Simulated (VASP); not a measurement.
# CrCuO2 (R-3m) in VASP: further runs, part 2 of 2

VASP 6.6.1.

## 6. Single point, PBEsol, collinear spin, ferromagnetic start (11.57 Å³/atom)

This run uses another cell than the first one, of 11.57 Å³/atom.

Contents of INCAR:

```
PREC = Accurate ; ENCUT = 600
EDIFF = 1E-6 ; ISMEAR = -1
SIGMA = 0.08 ; LREAL = False
LASPH = True ; NELM = 200
ALGO = Normal ; ISIF = 2
LWAVE = False ; LCHARG = False
ISPIN = 2 ; MAGMOM = 3 0 0 0
LORBIT = 11 ; LMAXMIX = 4
GGA = PS ; NBANDS = 30
GGA_COMPAT = False
```

Contents of KPOINTS:

```
regular mesh
0
Gamma
  11 11 11
```

Contents of POSCAR:

```
CrCuO2
1.0
    1.5158583831      0.8751812455      5.8117930878
   -1.5158583831      0.8751812455      5.8117930878
    0.0000000000     -1.7503624911      5.8117930878
Cr Cu O
1 1 2
Direct
    0.5000000000      0.5000000000      0.5000000000
    0.0000000000      0.0000000000      0.0000000000
    0.1079200000      0.1079200000      0.1079200000
    0.8920800000      0.8920800000      0.8920800000
```

Potentials or basis: VASP PAW PBE potentials, release 64 (Cr_pv, Cu, O).

Launch:

```console
$ cat potpaw_PBE.64/Cr_pv/POTCAR potpaw_PBE.64/Cu/POTCAR potpaw_PBE.64/O/POTCAR > POTCAR
$ mpirun -np 1 vasp_std > vasp.out
```

OUTCAR:

```text
PREC = Accurate
   ENCUT = 600
   EDIFF = 1E-6
   ISMEAR = -1
   LREAL = False
   LASPH = True
   NELM = 200
   ISIF = 2
   ISPIN = 2
   LORBIT = 11
   GGA = PS

 ion  position               nearest neighbor table
   1  0.500  0.500  0.500-   3 2.03   4 2.03   3 2.03   3 2.03   4 2.03   4 2.03
   2  0.000  0.000  0.000-   3 1.88   4 1.88
   3  0.108  0.108  0.108-   2 1.88   1 2.03   1 2.03   1 2.03
   4  0.892  0.892  0.892-   2 1.88   1 2.03   1 2.03   1 2.03

  LATTYP: Found a trigonal (rhomboedric) cell.
 ALAT       =     6.0696546644
 COS(alpha) =     0.8752561078

  Lattice vectors:
[... 1763 lines left out ...]
      direct lattice vectors                 reciprocal lattice vectors
     1.515858383  0.875181245  5.811793088     0.329846116  0.190436744  0.057354646
    -1.515858383  0.875181245  5.811793088    -0.329846116  0.190436744  0.057354646
     0.000000000 -1.750362491  5.811793088     0.000000000 -0.380873488  0.057354646

 POSITION                                       TOTAL-FORCE (eV/Angst)
 -----------------------------------------------------------------------------------
      0.00000     -0.00000      8.71769         0.000000      0.000000     -0.000000
      0.00000      0.00000      0.00000        -0.000000      0.000000      0.000000
      0.00000     -0.00000      1.88163        -0.000000     -0.000000      0.242416
      0.00000     -0.00000     15.55375        -0.000000      0.000000     -0.242416
 -----------------------------------------------------------------------------------
    total drift:                                0.000000      0.000000     -0.000000

  FREE ENERGIE OF THE ION-ELECTRON SYSTEM (eV)
  ---------------------------------------------------
  free  energy   TOTEN  =       -30.5212521737 eV

  energy  without entropy=      -30.5210341420  energy(sigma->0) =      -30.52114316

 total charge

# of ion       s       p       d       tot
------------------------------------------
    1        0.277   6.313   4.045  10.635
    2        0.410   0.286   9.208   9.904
    3        1.543   3.448   0.000   4.991
    4        1.543   3.448   0.000   4.991
--------------------------------------------------
tot          3.772  13.496  13.254  30.522

 magnetization (x)

# of ion       s       p       d       tot
------------------------------------------
    1        0.026   0.026   2.805   2.856
    2        0.018   0.008  -0.003   0.023
    3       -0.002  -0.018   0.000  -0.020
    4       -0.002  -0.018   0.000  -0.020
--------------------------------------------------
tot          0.041  -0.002   2.802   2.840
```

OSZICAR:

```text
N       E                     dE             d eps       ncg     rms          rms(c)
DAV:   1     0.366445313809E+03    0.36645E+03   -0.19829E+04 18918   0.175E+03
DAV:   2    -0.493120341921E-01   -0.36649E+03   -0.33680E+03 17958   0.413E+02
DAV:   3    -0.352772633132E+02   -0.35228E+02   -0.33690E+02 20858   0.132E+02
DAV:   4    -0.362554368550E+02   -0.97817E+00   -0.96741E+00 20902   0.228E+01
DAV:   5    -0.362828684147E+02   -0.27432E-01   -0.27370E-01 19478   0.410E+00    0.227E+01
DAV:   6    -0.326255765423E+02    0.36573E+01   -0.27122E+01 23506   0.913E+01    0.154E+01
DAV:   7    -0.305294297530E+02    0.20961E+01   -0.74236E+00 22112   0.794E+01    0.789E+00
DAV:   8    -0.305666752832E+02   -0.37246E-01   -0.10176E+00 23050   0.817E+00    0.465E+00
DAV:   9    -0.305253523711E+02    0.41323E-01   -0.13794E-01 24156   0.111E+01    0.956E-01
DAV:  10    -0.305222134607E+02    0.31389E-02   -0.42525E-02 23802   0.486E+00    0.382E-01
DAV:  11    -0.305213990113E+02    0.81445E-03   -0.75569E-03 21746   0.152E+00    0.222E-01
DAV:  12    -0.305212570113E+02    0.14200E-03   -0.71549E-04 25780   0.527E-01    0.576E-02
DAV:  13    -0.305212518402E+02    0.51711E-05   -0.17248E-04 21940   0.108E-01    0.208E-02
DAV:  14    -0.305212521737E+02   -0.33347E-06   -0.96466E-06 20440   0.313E-02
   1 F= -.30521252E+02 E0= -.30521143E+02  d E =-.218032E-03  mag=     3.0000
```

It took 12 min on 1 thread of Intel Xeon Platinum 8488C (Sapphire Rapids), shared host; peak memory 0.67 GiB.

What came out:

- Free energy: -30.5213 eV
- Pressure: -12.3 GPa
- Largest force: 0.242 eV/Å
- Band gap on the k mesh: 0.94 eV (least direct gap 1.09 eV)
- Net moment: 3.00 μB per cell
- Site moments: Cr +2.86; Cu +0.02; O -0.02 μB
- Valence electrons inside the program's atomic spheres: Cr 10.63; Cu 9.90; O 4.99

Forces in eV/Å, atoms in the order of the input:
```
Cr   0.000  0.000  0.000
Cu   0.000  0.000  0.000
O    0.000  0.000  0.242
O    0.000  0.000 -0.242
```

Caveat: the stress differs along the axes, from -16 to -10 GPa; an empty level that is flat over the whole mesh can mark a ghost state of the potentials, or a narrow d or f band; the PAW data sets were made with another functional, which shifts forces and pressure a little.

## 7. Summary

| spin | cell | gap on the mesh (eV) | pressure (GPa) | moment (μB) | largest force (eV/Å) |
| --- | --- | --- | --- | --- | --- |
| off | a = 6.182 Å, angles 28.9°, 4 atoms | none | -24.7 | - | 0.12 |
| off | a = 6.326 Å, angles 28.9°, 4 atoms | none | -29.4 | - | 0.30 |
| collinear, ferromagnetic start | a = 5.572 Å, angles 28.9°, 4 atoms | 0.18 | 52.7 | 2.98 | 0.65 |
| collinear, ferromagnetic start | a = 5.433 Å, angles 28.9°, 4 atoms | none | 88.1 | 2.93 | 1.05 |
| collinear, ferromagnetic start | a = 6.070 Å, angles 28.9°, 4 atoms | 0.94 | -12.3 | 3.00 | 0.24 |

Alike in all rows: task single point; level PBEsol; potentials or basis VASP PAW PBE potentials, release 64 (Cr_pv, Cu, O); k mesh 11 × 11 × 11; cutoff (eV) 600; smearing fermi-dirac 0.08 eV.

Caveats: the PAW data sets were made with another functional, which shifts forces and pressure a little; semilocal functionals often make such compounds metallic where correlation or magnetic order opens a gap, which also shifts bond lengths (at least some runs); an empty level that is flat over the whole mesh can mark a ghost state of the potentials, or a narrow d or f band (at least some runs); an odd number of electrons without spin polarisation forces a metal (at least some runs); a magnetic or distorted state may lie lower (at least some runs); the stress differs along the axes, from -26 to -21 GPa (at least some runs); the cell stands under tension (at least some runs).

Total energies depend on the potentials used, so only differences within one code and one set of settings carry meaning.
